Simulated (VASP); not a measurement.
# MgO in VASP: notebook

Runs on MgO. Level: PBEsol. Tasks: single point.

Program: VASP 6.6.1. These are calculated values, not measurements. Logs are shortened: lines on timing, memory, paths and dates and some standing lists are left out, and cuts for length are marked.

### 1 The cell of the first run

Symmetry: P6_3mc, No. 186, hexagonal system. The conventional cell has a = 3.303 Å, b = 3.303 Å, c = 5.019 Å, α = 90.00°, β = 90.00°, γ = 120.00°. Mg (site symmetry 3m) has 4 O at 1.98 to 1.99 Å within 2.6 Å. Within 2.6 Å of O (site symmetry 3m) lie 4 Mg at 1.98 to 1.99 Å.

### 2 Single point, PBEsol

The input, INCAR:

```
SYSTEM = MgO
ALGO     = Normal         ! electronic algorithm
EDIFF    = 1E-7           ! SCF threshold, eV
ENCUT    = 520            ! plane-wave cutoff, eV
GGA      = PS             ! functional
ISIF     = 2              ! what is computed and relaxed
ISMEAR   = 0              ! smearing method
LASPH    = .TRUE.         ! aspherical terms in the spheres
LCHARG   = .FALSE.        ! write CHGCAR
LREAL    = .FALSE.        ! projectors in reciprocal space
LWAVE    = .FALSE.        ! write WAVECAR
NBANDS   = 16             ! bands
NELM     = 80             ! most SCF steps
PREC     = Accurate       ! precision mode
SIGMA    = 0.05           ! smearing width, eV
```

The input, KPOINTS:

```
k-points
0
G
  9 9 6
  0 0 0
```

The input, POSCAR:

```
MgO
1.0
    3.3034677759      0.0000000000      0.0000000000
   -1.6517338880      2.8608870145      0.0000000000
    0.0000000000      0.0000000000      5.0193881071
Mg O
2 2
Direct
    0.3333333333      0.6666666667      0.0036583441
    0.6666666667      0.3333333333      0.5036583441
    0.3333333333      0.6666666667      0.4009416559
    0.6666666667      0.3333333333      0.9009416559
```

Potentials or basis: VASP PAW PBE potentials, release 64 (Mg, O).

Started as:

```
cat potpaw_PBE.64/Mg/POTCAR potpaw_PBE.64/O/POTCAR > POTCAR
mpirun -np 1 vasp_std > vasp.out
```

OUTCAR:

```text
SYSTEM = MgO
   EDIFF = 1E-7
   ENCUT = 520
   GGA = PS
   ISIF = 2
   ISMEAR = 0
   LASPH = .TRUE.
   LREAL = .FALSE.
   NELM = 80
   PREC = Accurate

 ion  position               nearest neighbor table
   1  0.333  0.667  0.004-   4 1.98   4 1.98   4 1.98   3 1.99   2 3.15   2 3.15   2 3.15   2 3.15
                             2 3.15   2 3.15
   2  0.667  0.333  0.504-   3 1.98   3 1.98   3 1.98   4 1.99   1 3.15   1 3.15   1 3.15   1 3.15
                             1 3.15   1 3.15
   3  0.333  0.667  0.401-   2 1.98   2 1.98   2 1.98   1 1.99
   4  0.667  0.333  0.901-   1 1.98   1 1.98   1 1.98   2 1.99

  LATTYP: Found a hexagonal cell.
 ALAT       =     3.3034677759
 C/A-ratio  =     1.5194300195

  Lattice vectors:

 A1 = (   3.3034677759,   0.0000000000,   0.0000000000)
 A2 = (  -1.6517338880,   2.8608870145,   0.0000000000)
 A3 = (   0.0000000000,   0.0000000000,   5.0193881071)

Analysis of symmetry for initial positions (statically):
=====================================================================
 Subroutine PRICEL returns:
 Original cell was already a primitive cell.

 Routine SETGRP: Setting up the symmetry group for a
 hexagonal supercell.

 Subroutine GETGRP returns: Found 12 space group operations
 (whereof  6 operations were pure point group operations)
 out of a pool of 24 trial point group operations.

The static configuration has the point symmetry C_3v.
 The point group associated with its full space group is C_6v.

Analysis of symmetry for dynamics (positions and initial velocities):
=====================================================================
 Subroutine PRICEL returns:
 Original cell was already a primitive cell.

 Routine SETGRP: Setting up the symmetry group for a
 hexagonal supercell.

 Subroutine GETGRP returns: Found 12 space group operations
 (whereof  6 operations were pure point group operations)
 out of a pool of 24 trial point group operations.

The dynamic configuration has the point symmetry C_3v.
 The point group associated with its full space group is C_6v.

 Subroutine INISYM returns: Found 12 space group operations
 (whereof  6 operations are pure point group operations),
 and found     1 'primitive' translations

----------------------------------------------------------------------------------------

                                     Primitive cell

  volume of cell :      47.4375

  direct lattice vectors                    reciprocal lattice vectors
     3.303467776  0.000000000  0.000000000     0.302712201  0.174770971  0.000000000
    -1.651733888  2.860887014  0.000000000     0.000000000  0.349541941  0.000000000
     0.000000000  0.000000000  5.019388107     0.000000000  0.000000000  0.199227471

  length of vectors
     3.303467776  3.303467776  5.019388107     0.349541941  0.349541941  0.199227471

  position of ions in fractional coordinates (direct lattice)
     0.333333333  0.666666667  0.003658344
     0.666666667  0.333333333  0.503658344
     0.333333333  0.666666667  0.400941656
     0.666666667  0.333333333  0.900941656

  ion indices of the primitive-cell ions
   primitive index   ion index
                 1           1
                 2           2
                 3           3
                 4           4

----------------------------------------------------------------------------------------

 KPOINTS: k-points

Automatic generation of k-mesh.
 Grid dimensions read from file:
 generate k-points for:    9    9    6

 Generating k-lattice:

  Cartesian coordinates                     Fractional coordinates (reciprocal lattice)
     0.033634689  0.019418997  0.000000000     0.111111111  0.000000000  0.000000000
     0.000000000  0.038837993  0.000000000     0.000000000  0.111111111  0.000000000
     0.000000000  0.000000000  0.033204579     0.000000000  0.000000000  0.166666667

  Length of vectors
     0.038837993  0.038837993  0.033204579

  Shift w.r.t. Gamma in fractional coordinates (k-lattice)
     0.000000000  0.000000000  0.000000000

 Subroutine IBZKPT returns following result:
 ===========================================

 Found     48 irreducible k-points:

 Following reciprocal coordinates:
            Coordinates               Weight
  0.000000  0.000000  0.000000      1.000000
  0.111111  0.000000  0.000000      6.000000
  0.222222  0.000000  0.000000      6.000000
  0.333333  0.000000  0.000000      6.000000
  0.444444  0.000000  0.000000      6.000000
  0.111111  0.111111  0.000000      6.000000
[... 16 lines left out ...]
  0.333333  0.222222  0.166667     24.000000
  0.333333  0.333333  0.166667      4.000000
 [... further k-points ...]
   k-points           NKPTS =     48   k-points in BZ     NKDIM =     48   number of bands    NBANDS=     16
   number of dos      NEDOS =    301   number of ions     NIONS =      4
   total plane-waves  NPLWV =  31360
   dimension x,y,z NGX =    28 NGY =   28 NGZ =   40
   dimension x,y,z NGXF=    56 NGYF=   56 NGZF=   80
   ions per type =               2   2
   NGX,Y,Z   is equivalent  to a cutoff of  14.09, 14.09, 13.25 a.u.
   NGXF,Y,Z  is equivalent  to a cutoff of  28.18, 28.18, 26.50 a.u.
 SYSTEM =  MgO
   PREC   = accura    normal or accurate (medium, high low for compatibility)
   ISTART =      0    job   : 0-new  1-cont  2-samecut
   ICHARG =      2    charge: 1-file 2-atom 10-const
   ISPIN  =      1    spin polarized calculation?
   LNONCOLLINEAR =      F non collinear calculations
   LSORBIT =      F    spin-orbit coupling
   LASPH  =      T    aspherical Exc in radial PAW
   ENCUT  =  520.0 eV  38.22 Ry    6.18 a.u.   6.14  6.14  9.33*2*pi/ulx,y,z
   NELM   =     80;   NELMIN=  2; NELMDL= -5     # of ELM steps
   EDIFF  = 0.1E-06   stopping-criterion for ELM
   LREAL  =      F    real-space projection
   EDIFFG = 0.1E-05   stopping-criterion for IOM
   NSW    =      0    number of steps for IOM
   IBRION =     -1    ionic relax: 0-MD 1-quasi-New 2-CG
   NFREE  =      0    steps in history (QN), initial steepest desc. (CG)
   ISIF   =      2    stress and relaxation
   ISYM   =      2    0-nonsym 1-usesym 2-fastsym
   POTIM  = 0.5000    time-step for ionic-motion
   TEBEG  =    0.0;   TEEND  =   0.0 temperature during run
   PSTRESS=    0.0 pullay stress
   NELECT =      16.0000    total number of electrons
   NUPDOWN=      -1.0000    fix difference up-down
   EMIN   =  10.00;   EMAX   =-10.00  energy-range for DOS
   EFERMI =   0.00;   METHOD = LEGACY
   ISMEAR =     0;   SIGMA  =   0.05  broadening in eV -4-tet -1-fermi 0-gaus
   EFERMI_NEDOS =   21; number of points for ismear=-14 and -15
   IALGO  =     38    algorithm
   IMIX   =      4    mixing-type and parameters
     AMIX     =   0.40;   BMIX     =  1.00
     AMIX_MAG =   1.60;   BMIX_MAG =  1.00
  volume/ion in A,a.u.               =      11.86        80.03
  Fermi-wavevector in a.u.,A,eV,Ry     =   1.139570  2.153475 17.668792  1.298620
  Thomas-Fermi vector in A             =   2.276273
   LORBIT       =      0    0 simple, 1 ext, 2 COOP (PROOUT), +10 PAW based schemes
   GGA     = PS    functional components
   LHFCALC =     F    Hartree Fock is set to
   AEXX    =    0.0000 exact exchange contribution
   IVDW    =     0    specifies the selected vdW correction
   LEPSILON=     F    determine dielectric tensor
   LRPA    =     F    only Hartree local field effects (RPA)
 non-spin polarized calculation
 Gauss-broadening in eV      SIGMA  =   0.05
  energy-cutoff  :      520.00
  volume of cell :       47.44
 maximum number of plane-waves:      1296
 NGX is ok and might be reduce to    28
   NGX = 13   NGY = 13   NGZ = 19

 number of electron      15.9999997 magnetization

 Free energy of the ion-electron system (eV)
  ---------------------------------------------------
  ext. energy  EPLUGINS =         0.00000000
  ---------------------------------------------------
  free energy    TOTEN  =       -24.55049493 eV

  energy without entropy =      -24.55049493  energy(sigma->0) =      -24.55049493

 E-fermi :   1.1893     XC(G=0):  -9.9578

 val. band max:        0.9706266496   @ k =   0.0000   0.0000   0.0000
 cond. band min:       4.3254072280   @ k =   0.0000   0.0000   0.0000
 fundamental gap:      3.3547805784
 Fermi energy:         1.1892692423

 k-point     1 :       0.0000    0.0000    0.0000
  band No.  band energies     occupation
      1     -15.1768      2.00000
      2     -14.3684      2.00000
      3      -2.3304      2.00000
      4       0.2375      2.00000
      5       0.2375      2.00000
      6       0.5663      2.00000
[... 8 lines left out ...]
     15      17.3481      0.00000
     16      17.3481      0.00000

 k-point     2 :       0.1111    0.0000    0.0000
  band No.  band energies     occupation
      1     -15.1145      2.00000
      2     -14.3469      2.00000
      3      -2.2090      2.00000
      4      -0.0742      2.00000
      5       0.1551      2.00000
      6       0.1886      2.00000
[... 8 lines left out ...]
     15      17.0372      0.00000
     16      17.2824      0.00000

 k-point     3 :       0.2222    0.0000    0.0000
  band No.  band energies     occupation
      1     -14.9463      2.00000
      2     -14.2985      2.00000
      3      -1.8670      2.00000
      4      -0.8889      2.00000
      5      -0.3779      2.00000
      6      -0.0185      2.00000
[... 8 lines left out ...]
     15      15.9373      0.00000
     16      16.3174      0.00000

 k-point     4 :       0.3333    0.0000    0.0000
  band No.  band energies     occupation
      1     -14.7284      2.00000
      2     -14.2620      2.00000
      3      -1.6652      2.00000
      4      -1.3609      2.00000
      5      -0.8792      2.00000
      6      -0.1863      2.00000
[... 8 lines left out ...]
     15      15.2683      0.00000
     16      16.4792      0.00000
[... 324 lines left out ...]
 k-point    22 :       0.2222    0.2222    0.1667
  band No.  band energies     occupation
      1     -14.5953      2.00000
      2     -14.2795      2.00000
      3      -1.6798      2.00000
      4      -1.5255      2.00000
      5      -0.5409      2.00000
      6      -0.4830      2.00000
[... 8 lines left out ...]
     15      14.7116      0.00000
     16      17.2937      0.00000

 k-point    23 :       0.3333    0.2222    0.1667
  band No.  band energies     occupation
      1     -14.4483      2.00000
      2     -14.2933      2.00000
      3      -1.8781      2.00000
      4      -1.3457      2.00000
      5      -0.9095      2.00000
      6      -0.2772      2.00000
[... 8 lines left out ...]
     15      14.4270      0.00000
     16      17.2875      0.00000

 k-point    24 :       0.3333    0.3333    0.1667
  band No.  band energies     occupation
      1     -14.3478      2.00000
      2     -14.3478      2.00000
      3      -1.7209      2.00000
      4      -1.2237      2.00000
      5      -1.2237      2.00000
      6      -0.4496      2.00000
[... 8 lines left out ...]
     15      14.2767      0.00000
     16      18.1700      0.00000

 [... further k-points ...]
[... 5 lines left out ...]
  --------------------------------------------------------------------------------------
  -------------------------------------------------------------------------------------
  Total       -0.0954050     -0.0954050     -0.0860509      0.0000000      0.0000000      0.0000000
  in kB       -3.2222567     -3.2222567     -2.9063259      0.0000000      0.0000000      0.0000000
  external PRESSURE =      -3.1169464 kB  Pullay stress =       0.0000000 kB

 VOLUME and BASIS-vectors are now :
 -----------------------------------------------------------------------------
  energy-cutoff  :      520.00
  volume of cell :       47.44
      direct lattice vectors                 reciprocal lattice vectors
     3.303467776  0.000000000  0.000000000     0.302712201  0.174770971  0.000000000
    -1.651733888  2.860887014  0.000000000     0.000000000  0.349541941  0.000000000
     0.000000000  0.000000000  5.019388107     0.000000000  0.000000000  0.199227471

 POSITION                                       TOTAL-FORCE (eV/Angst)
 -----------------------------------------------------------------------------------
     -0.00000      1.90726      0.01836        -0.000000     -0.000000      0.002924
      1.65173      0.95363      2.52806        -0.000000      0.000000      0.002924
     -0.00000      1.90726      2.01248        -0.000000     -0.000000     -0.002924
      1.65173      0.95363      4.52218         0.000000      0.000000     -0.002924
 -----------------------------------------------------------------------------------
    total drift:                               -0.000000      0.000000      0.000886

  FREE ENERGIE OF THE ION-ELECTRON SYSTEM (eV)
  ---------------------------------------------------
  free  energy   TOTEN  =       -24.5504949300 eV

  energy  without entropy=      -24.5504949300  energy(sigma->0) =      -24.55049493
```

Wall time 15 s (1 thread of Intel Xeon 6975P-C (Granite Rapids), shared host); peak memory 0.19 GiB.

Results:

| Quantity | Value |
| --- | --- |
| Free energy | -24.5505 eV |
| Pressure | -0.3 GPa |
| Band gap on the k mesh | 3.35 eV, direct |

Forces in eV/Å, atoms in the order of the input:
```
Mg   0.000  0.000  0.003
Mg   0.000  0.000  0.003
O    0.000  0.000 -0.003
O    0.000  0.000 -0.003
```

Levels at points of the mesh, in eV from the valence-band top:
```tsv
k point	band 6	band 7	band 8	band 9	band 10	band 11
(0.00, 0.00, 0.00)	-0.40	-0.40	0.00	3.35	8.39	10.16
(0.00, 0.00, 0.50)	-0.57	-0.57	-0.57	5.86	5.86	13.03
```

Caveat: the PAW data sets were made with another functional, which shifts forces and pressure a little.

### 3 Single point, PBEsol (mode 4 frozen in at -0.000 Å and mode 5 at -0.036 Å (largest displacements))

The input, INCAR:

```
PREC = Accurate ; ENCUT = 520
EDIFF = 1E-7 ; ISMEAR = 0
SIGMA = 0.05 ; LREAL = F
LASPH = T ; NELM = 80
ALGO = Normal ; ISIF = 2
LWAVE = F ; LCHARG = F
GGA = PS ; NBANDS = 16
```

The input, KPOINTS:

```
Automatic mesh
0
Gamma
  9 9 6
```

The input, POSCAR:

```
MgO
1.0
    3.3034677759      0.0000000000      0.0000000000
   -1.6517338880      2.8608870145      0.0000000000
    0.0000000000      0.0000000000      5.0193881071
Mg O
2 2
Direct
    0.3270415784      0.6540831568      0.0036583441
    0.6729584216      0.3459168432      0.5036583441
    0.3391702056      0.6783404112      0.4009416559
    0.6608297944      0.3216595888      0.9009416559
```

Potentials or basis: VASP PAW PBE potentials, release 64 (Mg, O).

Started as:

```
cat potpaw_PBE.64/Mg/POTCAR potpaw_PBE.64/O/POTCAR > POTCAR
mpirun -np 1 vasp_std > vasp.out
```

It took 27 s on 1 thread of Intel Xeon 6975P-C (Granite Rapids), shared host; peak memory 0.22 GiB.

It converged, with:

* Free energy: -24.5439 eV
* Pressure: -0.3 GPa
* Largest force: 0.115 eV/Å
* Band gap on the k mesh: 3.35 eV, direct

Forces in eV/Å, atoms in the order of the input:
```
Mg   0.000  0.114  0.010
Mg   0.000 -0.114  0.010
O    0.000 -0.075 -0.010
O    0.000  0.075 -0.010
```

Stress tensor (GPa, compression positive):
```
-0.30  0.00  0.00
 0.00 -0.43  0.00
 0.00  0.00 -0.28
```

Levels at points of the mesh, in eV from the valence-band top:
```
           k point  band 5  band 6  band 7  band 8  band 9  band 10  band 11  band 12
(0.00, 0.00, 0.00)   -0.72   -0.44   -0.38    0.00    3.35     8.38    10.15    13.92
(0.00, 0.00, 0.50)   -0.58   -0.58   -0.57   -0.57    5.85     5.85    13.01    13.01
```

Caveat: the cell differs from its parent crystal (mode 4 frozen in at -0.000 Å and mode 5 at -0.036 Å (largest displacements)); the PAW data sets were made with another functional, which shifts forces and pressure a little. A k mesh can miss the band edges.

(Part 1 of 2 ends here.)
